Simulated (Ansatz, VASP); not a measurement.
**TaN: VASP beside Ansatz**

```
Ta N
1.0
     3.05000    0.00000    0.00000
    -1.52500    2.64138    0.00000
     0.00000    0.00000    4.94000
Ta N
2 2
Direct
  0.33333 0.66667 0.00000
  0.66667 0.33333 0.50000
  0.33333 0.66667 0.38500
  0.66667 0.33333 0.88500
```

Alike in both runs: task single point; functional PBE; k mesh 18 × 18 × 10; occupations gaussian, width 0.1 eV; no spin polarisation.

|  | VASP | Ansatz |
| --- | --- | --- |
| version | VASP 6.6.1 | Ansatz 0.2.0 |
| potentials or method | VASP PAW PBE potentials, release 64 (Ta_pv, N), cutoff 520 eV | scalar-relativistic, plane waves, PAW |
| valence electrons in the cell | 32 | 36 |

VASP gave:

```
gap on the k mesh at the Fermi level (eV) : none
rms of the force components (eV/Å)        : 1.362
```

Which values does Ansatz return?

gap on the k mesh at the Fermi level (eV): none; rms of the force components (eV/Å): 1.339.

Atom by atom the forces differ by 0.023 eV/Å (rms over components). A gap of «none» marks a metal or a gap that the smearing closes. VASP's potentials hold 32 valence electrons a cell and Ansatz's 36, so a difference there can come from the potentials and not from the codes.

Spin-orbit coupling is off throughout.
